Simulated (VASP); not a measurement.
# MnO (Fm-3m) in VASP: notebook

MnO is run at these levels: PBE+U; tasks: single point.

All numbers are computed with VASP 6.6.1; they aren't measurements. Logs are shortened: lines on timing, memory, paths and dates and some standing lists are left out, and cuts for length are marked.

## Step 1: The cell of the first run

It takes space group Fm-3m (No. 225, cubic). The conventional cell has a = 4.410 Å, b = 4.410 Å, c = 4.410 Å, α = 90.00°, β = 90.00°, γ = 90.00°. Within 2.9 Å of Mn (site symmetry m-3m) lie 6 O at 2.21 Å. O (site symmetry m-3m) has 6 Mn at 2.21 Å within 2.9 Å.

## Step 2: Single point, PBE+U, collinear spin, ferromagnetic start

INCAR

```
PREC = Accurate
ENCUT = 520
EDIFF = 1E-7
ISMEAR = -1
SIGMA = 0.03
LREAL = False
LASPH = True
NELM = 150
ALGO = Normal
ISIF = 2
LWAVE = False
LCHARG = False
ISPIN = 2
MAGMOM = 7 0
LORBIT = 11
NUPDOWN = 7.0
LMAXMIX = 4
LDAU = True
LDAUTYPE = 2
LDAUL = 2 -1
LDAUU = 2.7 0
LDAUJ = 0 0
LDAUPRINT = 1
GGA = PE
NBANDS = 20
```

KPOINTS

```
Automatic mesh
0
Gamma
  9 9 9
```

POSCAR

```
MnO
1.0
    0.0000000000      2.2050000000      2.2050000000
    2.2050000000      0.0000000000      2.2050000000
    2.2050000000      2.2050000000      0.0000000000
Mn O
1 1
Direct
    0.0000000000      0.0000000000      0.0000000000
    0.5000000000      0.5000000000      0.5000000000
```

Potentials or basis: VASP PAW PBE potentials, release 64 (Mn_pv, O).

Command:

```
> cat potpaw_PBE.64/Mn_pv/POTCAR potpaw_PBE.64/O/POTCAR > POTCAR
> mpirun -np 1 vasp_std > vasp.out
```

OUTCAR:

```text
PREC = Accurate
   ENCUT = 520
   EDIFF = 1E-7
   ISMEAR = -1
   LREAL = False
   LASPH = True
   NELM = 150
   ISIF = 2
   ISPIN = 2
   LORBIT = 11
   NUPDOWN = 7.0
   GGA = PE

 ion  position               nearest neighbor table
   1  0.000  0.000  0.000-   2 2.21   2 2.21   2 2.21   2 2.21   2 2.21   2 2.21
   2  0.500  0.500  0.500-   1 2.21   1 2.21   1 2.21   1 2.21   1 2.21   1 2.21

  LATTYP: Found a face centered cubic cell.
 ALAT       =     4.4100000000

  Lattice vectors:

 A1 = (   0.0000000000,   2.2050000000,   2.2050000000)
 A2 = (   2.2050000000,   0.0000000000,   2.2050000000)
 A3 = (   2.2050000000,   2.2050000000,   0.0000000000)

Analysis of symmetry for initial positions (statically):
=====================================================================
 Subroutine PRICEL returns:
 Original cell was already a primitive cell.

 Routine SETGRP: Setting up the symmetry group for a
 face centered cubic supercell.

 Subroutine GETGRP returns: Found 48 space group operations
 (whereof 48 operations were pure point group operations)
 out of a pool of 48 trial point group operations.

The static configuration has the point symmetry O_h .

Analysis of symmetry for dynamics (positions and initial velocities):
=====================================================================
 Subroutine PRICEL returns:
 Original cell was already a primitive cell.

 Routine SETGRP: Setting up the symmetry group for a
 face centered cubic supercell.

 Subroutine GETGRP returns: Found 48 space group operations
 (whereof 48 operations were pure point group operations)
 out of a pool of 48 trial point group operations.

The dynamic configuration has the point symmetry O_h .

Analysis of structural, dynamic, and magnetic symmetry:
=====================================================================
 Subroutine PRICEL returns:
 Original cell was already a primitive cell.

 Routine SETGRP: Setting up the symmetry group for a
[... 171 lines left out ...]
  o =  0.0142  v =  0.0000  0.0000  0.0000  0.0000  0.0000 -0.0052 -1.0000  0.0000 -0.0008  0.0000      0.0000  0.0000  0.0000  0.0000  0.0000  0.0000  0.0000  0.0000  0.0000  0.0000
  o =  0.0439  v =  0.0000  0.0000  0.0000  0.0000  0.0000  0.0000  0.0000  1.0000  0.0000  0.0042      0.0000  0.0000  0.0000  0.0000  0.0000  0.0000  0.0000  0.0000  0.0000  0.0000
  o =  0.0439  v =  0.0000  0.0000  0.0000  0.0000  0.0000 -0.0000  0.0000 -0.0042  0.0000  1.0000      0.0000  0.0000  0.0000  0.0000  0.0000  0.0000  0.0000  0.0000  0.0000  0.0000
  o =  0.9322  v =  0.0000  0.9923  0.0000 -0.1237 -0.0000  0.0000  0.0000  0.0000  0.0000  0.0000      0.0000  0.0000  0.0000  0.0000  0.0000  0.0000  0.0000  0.0000  0.0000  0.0000
  o =  0.9322  v =  0.0000  0.1237 -0.0000  0.9923  0.0000  0.0000  0.0000  0.0000  0.0000  0.0000      0.0000  0.0000  0.0000  0.0000  0.0000  0.0000  0.0000  0.0000  0.0000  0.0000
  o =  0.9322  v =  1.0000  0.0000  0.0000  0.0000  0.0000  0.0000  0.0000  0.0000  0.0000  0.0000      0.0000  0.0000  0.0000  0.0000  0.0000  0.0000  0.0000  0.0000  0.0000  0.0000
  o =  0.9797  v =  0.0000 -0.0000  0.9999  0.0000  0.0128  0.0000  0.0000  0.0000  0.0000  0.0000      0.0000  0.0000  0.0000  0.0000  0.0000  0.0000  0.0000  0.0000  0.0000  0.0000
  o =  0.9797  v =  0.0000  0.0000 -0.0128 -0.0000  0.9999  0.0000  0.0000  0.0000  0.0000  0.0000      0.0000  0.0000  0.0000  0.0000  0.0000  0.0000  0.0000  0.0000  0.0000  0.0000

 number of electron      18.9999998 magnetization       6.9999999

 Free energy of the ion-electron system (eV)
  ---------------------------------------------------
  ext. energy  EPLUGINS =         0.00000000
  ---------------------------------------------------
  free energy    TOTEN  =        -7.14252994 eV

  energy without entropy =       -7.13302757  energy(sigma->0) =       -7.13777875

 E-fermi :   3.1490     XC(G=0): -12.0616

 val. band max:       13.9396689741   @ k =  -0.3333   0.4444   0.2222
 cond. band min:       3.1544643125   @ k =  -0.3333   0.1111   0.0000
 fundamental gap:    -10.7852046616
 Fermi energy:        14.0859017152

 spin component 1

 k-point     1 :       0.0000    0.0000    0.0000
  band No.  band energies     occupation
      1     -42.4048      1.00000
      2     -42.4048      1.00000
      3     -42.4048      1.00000
      4     -14.3911      1.00000
      5       2.1168      1.00000
      6       2.1168      1.00000
[... 1097 lines left out ...]
     19      35.6183      0.00000
     20      36.8871      0.00000

 [... further k-points ...]

------------------------ aborting loop because EDIFF is reached ----------------------------------------

  FORCE on cell =-STRESS in cart. coord.  units (eV):
  Direction    XX          YY          ZZ          XY          YZ          ZX
  --------------------------------------------------------------------------------------
  -------------------------------------------------------------------------------------
  Total       11.4055503     11.4055503     11.4055503      0.0000000      0.0000000      0.0000000
  in kB      852.2579306    852.2579306    852.2579306      0.0000000      0.0000000      0.0000000
  external PRESSURE =     852.2579306 kB  Pullay stress =       0.0000000 kB

 VOLUME and BASIS-vectors are now :
 -----------------------------------------------------------------------------
  energy-cutoff  :      520.00
  volume of cell :       21.44
      direct lattice vectors                 reciprocal lattice vectors
     0.000000000  2.205000000  2.205000000    -0.226757370  0.226757370  0.226757370
     2.205000000  0.000000000  2.205000000     0.226757370 -0.226757370  0.226757370
     2.205000000  2.205000000  0.000000000     0.226757370  0.226757370 -0.226757370

 POSITION                                       TOTAL-FORCE (eV/Angst)
 -----------------------------------------------------------------------------------
      0.00000      0.00000      0.00000        -0.000000      0.000000      0.000000
      2.20500      2.20500      2.20500         0.000000     -0.000000     -0.000000
 -----------------------------------------------------------------------------------
    total drift:                                0.000000     -0.000000     -0.000000

  FREE ENERGIE OF THE ION-ELECTRON SYSTEM (eV)
  ---------------------------------------------------
  free  energy   TOTEN  =        -7.1425299395 eV

  energy  without entropy=       -7.1330275654  energy(sigma->0) =       -7.13777875

 total charge

# of ion       s       p       d       tot
------------------------------------------
    1        0.353   6.253   4.868  11.474
    2        1.641   3.225   0.000   4.866
--------------------------------------------------
tot          1.994   9.478   4.868  16.340

 magnetization (x)

# of ion       s       p       d       tot
------------------------------------------
    1        0.192   0.144   4.614   4.949
    2        0.095   1.055   0.000   1.150
--------------------------------------------------
tot          0.287   1.199   4.614   6.100
```

stdout:

```text
POSCAR found type information on POSCAR MnO
 POSCAR found :  2 types and       2 ions
 scaLAPACK will be used
 LDA part: xc-table for (Slater+PW92), standard interpolation
 POSCAR, INCAR and KPOINTS ok, starting setup
 FFT: planning ... GRIDC
 FFT: planning ... GRID_SOFT
 FFT: planning ... GRID
 WAVECAR not read
 entering main loop
```

It took 46 s on 1 thread of Intel Xeon 8259CL, shared host; peak memory 0.16 GiB.

Results:

| Quantity | Value |
| --- | --- |
| Free energy | -7.1425 eV |
| Pressure | 85.2 GPa |
| Net moment | 7.00 μB per cell |
| Site moments | Mn +4.95; O +1.15 μB |
| Valence electrons inside the program's atomic spheres | Mn 11.47; O 4.87 |

Eigenvalues of the final occupation matrices:
```
    site  spin  trace               eigenvalues
site 1 d     1   4.76  0.93 0.93 0.93 0.98 0.98
site 1 d     2   0.13  0.01 0.01 0.01 0.04 0.04
```

Caveat: the cell stands under pressure; the total moment is fixed, so each spin has its own Fermi level; a cell with one magnetic atom can't hold antiferromagnetic order, which such compounds often take. The state reached can hang on the start; a lower one may exist.

## Step 3: Single point, PBE+U, collinear spin, ferromagnetic start

INCAR

```
SYSTEM = MnO
PREC = Accurate ; ENCUT = 520
EDIFF = 1E-6 ; ISMEAR = -1
SIGMA = 0.03 ; LREAL = .FALSE.
LASPH = .TRUE. ; NELM = 150
ALGO = Normal ; ISIF = 2
LWAVE = .FALSE. ; LCHARG = .TRUE.
ISPIN = 2 ; MAGMOM = 0.45 0
LORBIT = 11 ; LMAXMIX = 4
LDAU = .TRUE. ; LDAUTYPE = 2
LDAUL = 2 -1 ; LDAUU = 2.7 0
LDAUJ = 0 0 ; LDAUPRINT = 1
GGA = PE ; LELF = .TRUE.
LVHAR = .TRUE. ; NBANDS = 20
```

KPOINTS

```
regular mesh
0
G
  9 9 9
  0 0 0
```

POSCAR is that of step 2.

Potentials or basis: VASP PAW PBE potentials, release 64 (Mn_pv, O).

Command:

```
> cat potpaw_PBE.64/Mn_pv/POTCAR potpaw_PBE.64/O/POTCAR > POTCAR
> mpirun -np 1 vasp_std > vasp.out
```

OUTCAR:

```text
SYSTEM = MnO
   PREC = Accurate
   ENCUT = 520
   EDIFF = 1E-6
   ISMEAR = -1
   LREAL = .FALSE.
   LASPH = .TRUE.
   NELM = 150
   ISIF = 2
   ISPIN = 2
   LORBIT = 11
   GGA = PE

 ion  position               nearest neighbor table
   1  0.000  0.000  0.000-   2 2.21   2 2.21   2 2.21   2 2.21   2 2.21   2 2.21
   2  0.500  0.500  0.500-   1 2.21   1 2.21   1 2.21   1 2.21   1 2.21   1 2.21

  LATTYP: Found a face centered cubic cell.
 ALAT       =     4.4100000000

  Lattice vectors:

 A1 = (   0.0000000000,   2.2050000000,   2.2050000000)
 A2 = (   2.2050000000,   0.0000000000,   2.2050000000)
 A3 = (   2.2050000000,   2.2050000000,   0.0000000000)

Analysis of symmetry for initial positions (statically):
=====================================================================
 Subroutine PRICEL returns:
 Original cell was already a primitive cell.

 Routine SETGRP: Setting up the symmetry group for a
 face centered cubic supercell.

 Subroutine GETGRP returns: Found 48 space group operations
 (whereof 48 operations were pure point group operations)
 out of a pool of 48 trial point group operations.

The static configuration has the point symmetry O_h .

Analysis of symmetry for dynamics (positions and initial velocities):
=====================================================================
 Subroutine PRICEL returns:
 Original cell was already a primitive cell.

 Routine SETGRP: Setting up the symmetry group for a
 face centered cubic supercell.

 Subroutine GETGRP returns: Found 48 space group operations
 (whereof 48 operations were pure point group operations)
 out of a pool of 48 trial point group operations.

The dynamic configuration has the point symmetry O_h .

[... 183 lines left out ...]
  o =  0.9747  v =  0.0000  0.0000  0.9999 -0.0000  0.0138  0.0000  0.0000  0.0000  0.0000  0.0000      0.0000  0.0000  0.0000  0.0000  0.0000  0.0000  0.0000  0.0000  0.0000  0.0000
  o =  0.9747  v =  0.0000 -0.0000 -0.0138  0.0000  0.9999  0.0000  0.0000  0.0000  0.0000  0.0000      0.0000  0.0000  0.0000  0.0000  0.0000  0.0000  0.0000  0.0000  0.0000  0.0000

 number of electron      18.9999997 magnetization       4.9965778

 Free energy of the ion-electron system (eV)
  ---------------------------------------------------
  ext. energy  EPLUGINS =         0.00000000
  ---------------------------------------------------
  free energy    TOTEN  =       -15.68142465 eV

  energy without entropy =      -15.68121739  energy(sigma->0) =      -15.68132102

 E-fermi :   7.5584     XC(G=0): -11.9443

 val. band max:        7.4909994426   @ k =   0.0000   0.0000   0.0000
 cond. band min:       8.0249122165   @ k =   0.4444   0.4444   0.0000
 fundamental gap:      0.5339127739
 Fermi energy:         7.5583857905

 spin component 1

 k-point     1 :       0.0000    0.0000    0.0000
  band No.  band energies     occupation
      1     -42.5274      1.00000
      2     -42.5274      1.00000
      3     -42.5274      1.00000
      4     -12.4053      1.00000
      5       3.4988      1.00000
      6       3.4988      1.00000
[... 1097 lines left out ...]
     19      35.0324      0.00000
     20      36.6359      0.00000

 [... further k-points ...]

------------------------ aborting loop because EDIFF is reached ----------------------------------------

  FORCE on cell =-STRESS in cart. coord.  units (eV):
  Direction    XX          YY          ZZ          XY          YZ          ZX
  --------------------------------------------------------------------------------------
  -------------------------------------------------------------------------------------
  Total        1.5495836      1.5495836      1.5495836     -0.0000000     -0.0000000      0.0000000
  in kB      115.7896685    115.7896685    115.7896685     -0.0000000     -0.0000000      0.0000000
  external PRESSURE =     115.7896685 kB  Pullay stress =       0.0000000 kB

 VOLUME and BASIS-vectors are now :
 -----------------------------------------------------------------------------
  energy-cutoff  :      520.00
  volume of cell :       21.44
      direct lattice vectors                 reciprocal lattice vectors
     0.000000000  2.205000000  2.205000000    -0.226757370  0.226757370  0.226757370
     2.205000000  0.000000000  2.205000000     0.226757370 -0.226757370  0.226757370
     2.205000000  2.205000000  0.000000000     0.226757370  0.226757370 -0.226757370

 POSITION                                       TOTAL-FORCE (eV/Angst)
 -----------------------------------------------------------------------------------
      0.00000      0.00000      0.00000         0.000000      0.000000      0.000000
      2.20500      2.20500      2.20500        -0.000000     -0.000000     -0.000000
 -----------------------------------------------------------------------------------
    total drift:                                0.000000     -0.000000     -0.000000

  FREE ENERGIE OF THE ION-ELECTRON SYSTEM (eV)
  ---------------------------------------------------
  free  energy   TOTEN  =       -15.6814246461 eV

  energy  without entropy=      -15.6812173879  energy(sigma->0) =      -15.68132102

 total charge

# of ion       s       p       d       tot
------------------------------------------
    1        0.211   6.191   4.972  11.375
    2        1.557   3.462   0.000   5.018
--------------------------------------------------
tot          1.768   9.653   4.972  16.393

 magnetization (x)

# of ion       s       p       d       tot
------------------------------------------
    1        0.033   0.027   4.518   4.579
    2        0.027   0.161   0.000   0.187
--------------------------------------------------
tot          0.060   0.188   4.518   4.766
```

OSZICAR:

```text
N       E                     dE             d eps       ncg     rms          rms(c)
DAV:   1     0.168998030888E+03    0.16900E+03   -0.10346E+04  2840   0.112E+03
DAV:   2    -0.568177673702E+01   -0.17468E+03   -0.16436E+03  2900   0.323E+02
DAV:   3    -0.138388462639E+02   -0.81571E+01   -0.80366E+01  3152   0.748E+01
[... 11 lines left out ...]
DAV:  15    -0.156675469706E+02   -0.33250E-01   -0.44858E-03  3276   0.634E-01    0.139E+00
DAV:  16    -0.156797786808E+02   -0.12232E-01   -0.23175E-03  3432   0.554E-01    0.473E-01
DAV:  17    -0.156805919726E+02   -0.81329E-03   -0.15848E-03  3544   0.453E-01    0.305E-01
DAV:  18    -0.156813928444E+02   -0.80087E-03   -0.53449E-04  3000   0.251E-01    0.101E-01
DAV:  19    -0.156814249623E+02   -0.32118E-04   -0.47895E-05  3100   0.752E-02    0.471E-02
DAV:  20    -0.156814246461E+02    0.31623E-06   -0.81030E-06  3280   0.413E-02
   1 F= -.15681425E+02 E0= -.15681321E+02  d E =-.207258E-03  mag=     4.9952
```

stdout:

```text
POSCAR found type information on POSCAR MnO
 POSCAR found :  2 types and       2 ions
 scaLAPACK will be used
 LDA part: xc-table for (Slater+PW92), standard interpolation
 POSCAR, INCAR and KPOINTS ok, starting setup
 FFT: planning ... GRIDC
 FFT: planning ... GRID_SOFT
 FFT: planning ... GRID
 WAVECAR not read
 entering main loop
```

It took 62 s on 1 thread of Intel Xeon 8259CL, shared host; peak memory 0.16 GiB.

What came out:

```yaml
Free_energy: -15.6814 eV
Pressure: 11.6 GPa
Net_moment: 5.00 μB per cell
Site_moments: Mn +4.58; O +0.19 μB
Valence_electrons_inside_the_program's_atomic_spheres: Mn 11.38; O 5.02
```

Eigenvalues of the final occupation matrices:
```csv
site,spin,trace,eigenvalues
site 1 d,1,4.76,0.94 0.94 0.94 0.97 0.97
site 1 d,2,0.23,0.02 0.02 0.02 0.08 0.08
```

Caveat: the cell stands under pressure; a cell with one magnetic atom can't hold antiferromagnetic order, which such compounds often take. The state reached can hang on the start; a lower one may exist.
